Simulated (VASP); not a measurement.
# Hf3H in VASP: notebook

Hf3H is run at these levels: PBE; tasks: single point.

Everything below comes from runs of VASP 6.6.1. Logs are shortened: lines on timing, memory, paths and dates and some standing lists are left out, and cuts for length are marked.

### 1 The cell of the first run

The cell holds a slab with vacuum, 4 atoms: a = 3.070 Å, b = 3.070 Å, c = 20.281 Å, α = 90.00°, β = 90.00°, γ = 109.47°.

### 2 Single point, PBE

The input, INCAR:

```
  ALGO = Normal
  DIPOL = 0.5 0.5 0.364
  EDIFF = 1E-6
  ENCUT = 520
  GGA = PE
  IDIPOL = 3
  ISIF = 2
  ISMEAR = 0
  LASPH = T
  LCHARG = F
  LDIPOL = T
  LREAL = F
  LWAVE = F
  NBANDS = 24
  NELM = 80
  PREC = Accurate
  SIGMA = 0.1
```

The input, KPOINTS:

```
k-points
0
Gamma
  9 9 1
```

The input, POSCAR:

```
Hf3H
1.0
    3.0697355021      0.0000000000      0.0000000000
   -1.0232451674      2.8941743867      0.0000000000
    0.0000000000      0.0000000000     20.2814081478
Hf H
3 1
Direct
    0.5000000000      0.5000000000      0.1972249644
    0.0000000000      0.0000000000      0.3153436029
    0.5000000000      0.5000000000      0.4329782273
    0.5000000000      0.8333333333      0.5106017734
```

Potentials or basis: VASP PAW PBE potentials, release 64 (Hf_pv, H).

On the command line:

```bash
$ cat potpaw_PBE.64/Hf_pv/POTCAR potpaw_PBE.64/H/POTCAR > POTCAR
$ mpirun -np 1 vasp_std > vasp.out
```

OUTCAR:

```text
EDIFF = 1E-6
   ENCUT = 520
   GGA = PE
   ISIF = 2
   ISMEAR = 0
   LASPH = T
   LREAL = F
   NELM = 80
   PREC = Accurate

 ion  position               nearest neighbor table
   1  0.500  0.500  0.197-   2 2.98   2 2.98   2 3.47   2 3.47
   2  0.000  0.000  0.315-   3 2.97   3 2.97   1 2.98   1 2.98   3 3.46   3 3.46   1 3.47   1 3.47

   3  0.500  0.500  0.433-   4 1.88   2 2.97   2 2.97   2 3.46   2 3.46
   4  0.500  0.833  0.511-   3 1.88

  LATTYP: Found a base centered orthorhombic cell.
 ALAT       =     3.5446252370
 B/A-ratio  =     1.4142135624
 C/A-ratio  =     5.7217355268

  Lattice vectors:

 A1 = (   3.0697355021,   0.0000000000,   0.0000000000)
 A2 = (  -1.0232451674,   2.8941743867,   0.0000000000)
 A3 = (   0.0000000000,   0.0000000000,  20.2814081478)

Analysis of symmetry for initial positions (statically):
=====================================================================
 Subroutine PRICEL returns:
 Original cell was already a primitive cell.

 Routine SETGRP: Setting up the symmetry group for a
 base centered orthorhombic supercell.

 Subroutine GETGRP returns: Found  1 space group operations
 (whereof  1 operations were pure point group operations)
 out of a pool of  8 trial point group operations.

The static configuration has the point symmetry C_1 .

Analysis of symmetry for dynamics (positions and initial velocities):
=====================================================================
 Subroutine PRICEL returns:
 Original cell was already a primitive cell.

 Routine SETGRP: Setting up the symmetry group for a
 base centered orthorhombic supercell.

 Subroutine GETGRP returns: Found  1 space group operations
 (whereof  1 operations were pure point group operations)
 out of a pool of  8 trial point group operations.

The dynamic configuration has the point symmetry C_1 .

 Subroutine INISYM returns: Found  1 space group operations
 (whereof  1 operations are pure point group operations),
 and found     1 'primitive' translations

----------------------------------------------------------------------------------------

                                     Primitive cell

  volume of cell :     180.1871

  direct lattice vectors                    reciprocal lattice vectors
     3.069735502  0.000000000  0.000000000     0.325760965  0.115173894  0.000000000
    -1.023245167  2.894174387  0.000000000     0.000000000  0.345521681  0.000000000
     0.000000000  0.000000000 20.281408148     0.000000000  0.000000000  0.049306241

  length of vectors
     3.069735502  3.069735502 20.281408148     0.345521681  0.345521681  0.049306241

  position of ions in fractional coordinates (direct lattice)
     0.500000000  0.500000000  0.197224964
     0.000000000  0.000000000  0.315343603
     0.500000000  0.500000000  0.432978227
     0.500000000  0.833333333  0.510601773

  ion indices of the primitive-cell ions
   primitive index   ion index
                 1           1
                 2           2
                 3           3
                 4           4

----------------------------------------------------------------------------------------

 KPOINTS: k-points

Automatic generation of k-mesh.
 Grid dimensions read from file:
 generate k-points for:    9    9    1

 Generating k-lattice:

  Cartesian coordinates                     Fractional coordinates (reciprocal lattice)
     0.036195663  0.012797099  0.000000000     0.111111111  0.000000000  0.000000000
     0.000000000  0.038391298  0.000000000     0.000000000  0.111111111  0.000000000
     0.000000000  0.000000000  0.049306241     0.000000000  0.000000000  1.000000000

  Length of vectors
     0.038391298  0.038391298  0.049306241

  Shift w.r.t. Gamma in fractional coordinates (k-lattice)
     0.000000000  0.000000000  0.000000000

 Subroutine IBZKPT returns following result:
 ===========================================

 Found     41 irreducible k-points:

 Following reciprocal coordinates:
            Coordinates               Weight
  0.000000  0.000000  0.000000      1.000000
  0.111111  0.000000  0.000000      2.000000
  0.000000  0.111111  0.000000      2.000000
  0.222222  0.000000  0.000000      2.000000
  0.000000  0.222222  0.000000      2.000000
  0.333333  0.000000  0.000000      2.000000
[... 16 lines left out ...]
 -0.111111  0.111111  0.000000      2.000000
  0.222222  0.222222  0.000000      2.000000
 [... further k-points ...]
   k-points           NKPTS =     41   k-points in BZ     NKDIM =     41   number of bands    NBANDS=     24
   number of dos      NEDOS =    301   number of ions     NIONS =      4
   total plane-waves  NPLWV =  92160
   dimension x,y,z NGX =    24 NGY =   24 NGZ =  160
   dimension x,y,z NGXF=    48 NGYF=   48 NGZF=  320
   ions per type =               3   1
   NGX,Y,Z   is equivalent  to a cutoff of  13.00, 13.00, 13.12 a.u.
   NGXF,Y,Z  is equivalent  to a cutoff of  26.00, 26.00, 26.23 a.u.
 SYSTEM =  unknown system
   PREC   = accura    normal or accurate (medium, high low for compatibility)
   ISTART =      0    job   : 0-new  1-cont  2-samecut
   ICHARG =      2    charge: 1-file 2-atom 10-const
   ISPIN  =      1    spin polarized calculation?
   LNONCOLLINEAR =      F non collinear calculations
   LSORBIT =      F    spin-orbit coupling
   LASPH  =      T    aspherical Exc in radial PAW
   ENCUT  =  520.0 eV  38.22 Ry    6.18 a.u.   5.71  5.71 37.71*2*pi/ulx,y,z
   NELM   =     80;   NELMIN=  2; NELMDL= -5     # of ELM steps
   EDIFF  = 0.1E-05   stopping-criterion for ELM
   LREAL  =      F    real-space projection
   EDIFFG = 0.1E-04   stopping-criterion for IOM
   NSW    =      0    number of steps for IOM
   IBRION =     -1    ionic relax: 0-MD 1-quasi-New 2-CG
   NFREE  =      0    steps in history (QN), initial steepest desc. (CG)
   ISIF   =      2    stress and relaxation
   ISYM   =      2    0-nonsym 1-usesym 2-fastsym
   POTIM  = 0.5000    time-step for ionic-motion
   TEBEG  =    0.0;   TEEND  =   0.0 temperature during run
   PSTRESS=    0.0 pullay stress
   NELECT =      31.0000    total number of electrons
   NUPDOWN=      -1.0000    fix difference up-down
   EMIN   =  10.00;   EMAX   =-10.00  energy-range for DOS
   EFERMI =   0.00;   METHOD = LEGACY
   ISMEAR =     0;   SIGMA  =   0.10  broadening in eV -4-tet -1-fermi 0-gaus
   EFERMI_NEDOS =   21; number of points for ismear=-14 and -15
   IALGO  =     38    algorithm
   IMIX   =      4    mixing-type and parameters
     AMIX     =   0.40;   BMIX     =  1.00
     AMIX_MAG =   1.60;   BMIX_MAG =  1.00
  volume/ion in A,a.u.               =      45.05       303.99
  Fermi-wavevector in a.u.,A,eV,Ry     =   0.910516  1.720625 11.279760  0.829039
  Thomas-Fermi vector in A             =   2.034687
   LORBIT       =      0    0 simple, 1 ext, 2 COOP (PROOUT), +10 PAW based schemes
   GGA     = PE    functional components
   LHFCALC =     F    Hartree Fock is set to
   AEXX    =    0.0000 exact exchange contribution
   IVDW    =     0    specifies the selected vdW correction
   LEPSILON=     F    determine dielectric tensor
   LRPA    =     F    only Hartree local field effects (RPA)
 non-spin polarized calculation
 Gauss-broadening in eV      SIGMA  =   0.10
  energy-cutoff  :      520.00
  volume of cell :      180.19
 maximum number of plane-waves:      4883
   NGX = 11   NGY = 11   NGZ = 75

 dipolmoment           0.000000      0.000000     -0.022720 electrons x Angstroem

 number of electron      31.0000002 magnetization

 dipolmoment           0.000000      0.000000      0.059412 electrons x Angstroem

 Free energy of the ion-electron system (eV)
  ---------------------------------------------------
  ext. energy  EPLUGINS =         0.00000000
  ---------------------------------------------------
  free energy    TOTEN  =       -31.04240832 eV

  energy without entropy =      -31.00961133  energy(sigma->0) =      -31.02600982

 E-fermi :  -1.1773     XC(G=0):  -5.2840

 val. band max:       -1.1856977286   @ k =  -0.3333   0.1111   0.0000
 cond. band min:      -1.1757792160   @ k =  -0.4444   0.4444   0.0000
 fundamental gap:      0.0099185126
 Fermi energy:        -1.1772837813

 k-point     1 :       0.0000    0.0000    0.0000
  band No.  band energies     occupation
      1     -31.9761      2.00000
      2     -31.7966      2.00000
      3     -31.4999      2.00000
      4     -31.4460      2.00000
      5     -31.3488      2.00000
      6     -31.2479      2.00000
[... 16 lines left out ...]
     23       2.6701      0.00000
     24       2.8710      0.00000

 k-point     2 :       0.1111    0.0000    0.0000
  band No.  band energies     occupation
      1     -31.9569      2.00000
      2     -31.7982      2.00000
      3     -31.5415      2.00000
      4     -31.5052      2.00000
      5     -31.3823      2.00000
      6     -31.2728      2.00000
[... 16 lines left out ...]
     23       2.5353      0.00000
     24       2.8116      0.00000

 k-point     3 :       0.0000    0.1111    0.0000
  band No.  band energies     occupation
      1     -31.9568      2.00000
      2     -31.7985      2.00000
      3     -31.5425      2.00000
      4     -31.4841      2.00000
      5     -31.3811      2.00000
      6     -31.2943      2.00000
[... 16 lines left out ...]
     23       2.5886      0.00000
     24       2.8605      0.00000
[... 514 lines left out ...]
 k-point    23 :      -0.1111    0.1111    0.0000
  band No.  band energies     occupation
      1     -31.9545      2.00000
      2     -31.7841      2.00000
      3     -31.5354      2.00000
      4     -31.4826      2.00000
      5     -31.4371      2.00000
      6     -31.3348      2.00000
[... 16 lines left out ...]
     23       2.1356      0.00000
     24       2.3261      0.00000

 k-point    24 :       0.2222    0.2222    0.0000
  band No.  band energies     occupation
      1     -31.8686      2.00000
      2     -31.8328      2.00000
      3     -31.7381      2.00000
      4     -31.7037      2.00000
      5     -31.6357      2.00000
      6     -31.5312      2.00000
[... 16 lines left out ...]
     23       3.7026      0.00000
     24       3.8397      0.00000

 [... further k-points ...]

------------------------ aborting loop because EDIFF is reached ----------------------------------------

 vacuum level on the upper side and lower side of the slab       (xc-potential included)         0.199        -1.024

  FORCE on cell =-STRESS in cart. coord.  units (eV):
  Direction    XX          YY          ZZ          XY          YZ          ZX
  --------------------------------------------------------------------------------------
  -------------------------------------------------------------------------------------
  Total       -0.7717944     -0.8200920      0.7665204     -0.1428387      1.6494231     -0.7484190
  in kB       -6.8625964     -7.2920461      6.8157015     -1.2700848     14.6662441     -6.6547479
  external PRESSURE =      -2.4463137 kB  Pullay stress =       0.0000000 kB

 VOLUME and BASIS-vectors are now :
 -----------------------------------------------------------------------------
  energy-cutoff  :      520.00
  volume of cell :      180.19
      direct lattice vectors                 reciprocal lattice vectors
     3.069735502  0.000000000  0.000000000     0.325760965  0.115173894  0.000000000
    -1.023245167  2.894174387  0.000000000     0.000000000  0.345521681  0.000000000
     0.000000000  0.000000000 20.281408148     0.000000000  0.000000000  0.049306241

 POSITION                                       TOTAL-FORCE (eV/Angst)
 -----------------------------------------------------------------------------------
      1.02325      1.44709      4.00000        -0.017869     -0.013159     -0.003894
      0.00000      0.00000      6.39561         0.091347      0.033733     -0.311458
      1.02325      1.44709      8.78141         0.317666     -1.079427      0.298652
      0.68216      2.41181     10.35572        -0.391144      1.058853      0.016699
 -----------------------------------------------------------------------------------
    total drift:                               -0.000009      0.000114      0.000004

  FREE ENERGIE OF THE ION-ELECTRON SYSTEM (eV)
  ---------------------------------------------------
  free  energy   TOTEN  =       -31.0424083183 eV

  energy  without entropy=      -31.0096113282  energy(sigma->0) =      -31.02600982

 vacuum level on the upper side and lower side of the slab         3.924         2.669
```

Wall time 3.2 min (1 thread of Intel Xeon 6975P-C (Granite Rapids), shared host); peak memory 0.37 GiB.

Results:

* Free energy: -31.0424 eV
* Largest force: 1.164 eV/Å

Forces on the atoms (eV/Å):
```
Hf  -0.018 -0.013 -0.004
Hf   0.091  0.034 -0.311
Hf   0.318 -1.079  0.299
H   -0.391  1.059  0.017
```

Levels at points of the mesh, in eV from the Fermi level:
| k point | band 13 | band 14 | band 15 | band 16 | band 17 | band 18 | band 19 | band 20 |
| --- | --- | --- | --- | --- | --- | --- | --- | --- |
| (0.00, 0.00, 0.00) | -2.39 | -0.45 | 0.02 | 0.19 | 1.17 | 1.31 | 1.55 | 1.83 |

Caveat: spin-orbit coupling is left out, which moves the levels of the heavy elements.

### 3 Single point, PBE

The input, INCAR:

```
PREC = Accurate
ENCUT = 520
EDIFF = 1E-7
ISMEAR = 0
SIGMA = 0.1
LREAL = F
LASPH = T
NELM = 60
ALGO = Normal
ISIF = 2
LWAVE = F
LCHARG = T
LDIPOL = T
IDIPOL = 3
DIPOL = 0.5 0.5 0.367
GGA = PE
LELF = T
LVHAR = T
LVACPOTAV = T
NBANDS = 24
```

The input, KPOINTS:

```
Automatic mesh
0
Gamma
  9 9 1
```

POSCAR, as its differences from that of step 2:

```diff
@@ -11,2 +11,2 @@
     0.5000000000      0.5000000000      0.4329782273
-    0.5000000000      0.8333333333      0.5106017734
+    0.5000000000      0.6666666667      0.5214771933
```

Potentials or basis: VASP PAW PBE potentials, release 64 (Hf_pv, H).

On the command line:

```bash
$ cat potpaw_PBE.64/Hf_pv/POTCAR potpaw_PBE.64/H/POTCAR > POTCAR
$ mpirun -np 1 vasp_std > vasp.out
```

It took 4.9 min on 1 thread of Intel Xeon 6975P-C (Granite Rapids), shared host; peak memory 0.37 GiB.

The run converged. Its results:

```
Free energy   : -30.5630 eV
Largest force : 0.787 eV/Å
```

Forces on the atoms (eV/Å):
```
Hf  -0.008 -0.026  0.047
Hf   0.122  0.064 -0.352
Hf   0.113 -0.718  0.302
H   -0.227  0.679  0.004
```

Levels at points of the mesh, in eV from the Fermi level:
```tsv
k point	band 13	band 14	band 15	band 16	band 17	band 18	band 19	band 20
(0.00, 0.00, 0.00)	-2.53	-0.46	0.02	0.20	1.24	1.31	1.54	1.84
```

Caveat: spin-orbit coupling is left out, which moves the levels of the heavy elements.

### 4 Single point, PBE

The input, INCAR:

```
PREC = Accurate
ENCUT = 520
EDIFF = 1E-6
ISMEAR = 0
SIGMA = 0.1
LREAL = False
LASPH = True
NELM = 100
ALGO = Normal
ISIF = 2
LWAVE = False
LCHARG = True
LDIPOL = True
IDIPOL = 3
DIPOL = 0.5 0.5 0.364
GGA = PE
LELF = True
LVHAR = True
LVACPOTAV = True
NBANDS = 24
```

KPOINTS is that of step 3.

POSCAR, as its differences from that of step 3:

```diff
@@ -11,2 +11,2 @@
     0.5000000000      0.5000000000      0.4329782273
-    0.5000000000      0.6666666667      0.5214771933
+    0.6666666667      0.8333333333      0.5115878982
```

Potentials or basis: VASP PAW PBE potentials, release 64 (Hf_pv, H).

On the command line:

```bash
$ cat potpaw_PBE.64/Hf_pv/POTCAR potpaw_PBE.64/H/POTCAR > POTCAR
$ mpirun -np 1 vasp_std > vasp.out
```

OUTCAR:

```text
PREC = Accurate
   ENCUT = 520
   EDIFF = 1E-6
   ISMEAR = 0
   LREAL = False
   LASPH = True
   NELM = 100
   ISIF = 2
   GGA = PE

 ion  position               nearest neighbor table
   1  0.500  0.500  0.197-   2 2.98   2 2.98   2 3.47   2 3.47
   2  0.000  0.000  0.315-   3 2.97   3 2.97   1 2.98   1 2.98   3 3.46   3 3.46   1 3.47   1 3.47

   3  0.500  0.500  0.433-   4 1.87   2 2.97   2 2.97   2 3.46   2 3.46
   4  0.667  0.833  0.512-   3 1.87

  LATTYP: Found a base centered orthorhombic cell.
 ALAT       =     3.5446252370
 B/A-ratio  =     1.4142135624
[... 852 lines left out ...]
  -------------------------------------------------------------------------------------
  Total       -0.9943571     -0.9584440      0.7142687      0.2616176      1.4733017     -0.0979755
  in kB       -8.8415664     -8.5222360      6.3510926      2.3262357     13.1002179     -0.8711730
  external PRESSURE =      -3.6709033 kB  Pullay stress =       0.0000000 kB

 VOLUME and BASIS-vectors are now :
 -----------------------------------------------------------------------------
  energy-cutoff  :      520.00
  volume of cell :      180.19
      direct lattice vectors                 reciprocal lattice vectors
     3.069735502  0.000000000  0.000000000     0.325760965  0.115173894  0.000000000
    -1.023245167  2.894174387  0.000000000     0.000000000  0.345521681  0.000000000
     0.000000000  0.000000000 20.281408148     0.000000000  0.000000000  0.049306241

 POSITION                                       TOTAL-FORCE (eV/Angst)
 -----------------------------------------------------------------------------------
      1.02325      1.44709      4.00000        -0.030228     -0.008233     -0.037298
      0.00000      0.00000      6.39561         0.152166      0.091480     -0.221208
      1.02325      1.44709      8.78141        -0.198009     -1.121621      0.242481
      1.19379      2.41181     10.37572         0.076071      1.038374      0.016025
 -----------------------------------------------------------------------------------
    total drift:                                0.000111      0.000005      0.007205

  FREE ENERGIE OF THE ION-ELECTRON SYSTEM (eV)
  ---------------------------------------------------
  free  energy   TOTEN  =       -30.9771768543 eV

  energy  without entropy=      -30.9456258871  energy(sigma->0) =      -30.96140137

 vacuum level on the upper side and lower side of the slab         4.262         3.059
```

Run time: 4.5 min. Hardware: 1 thread of Intel Xeon 6975P-C (Granite Rapids), shared host; peak memory 0.37 GiB.

Results:

- Free energy: -30.9772 eV
- Largest force: 1.164 eV/Å

Forces in eV/Å, atoms in the order of the input:
```
Hf  -0.030 -0.008 -0.037
Hf   0.152  0.091 -0.221
Hf  -0.198 -1.122  0.242
H    0.076  1.038  0.016
```

Caveat: spin-orbit coupling is left out, which moves the levels of the heavy elements.
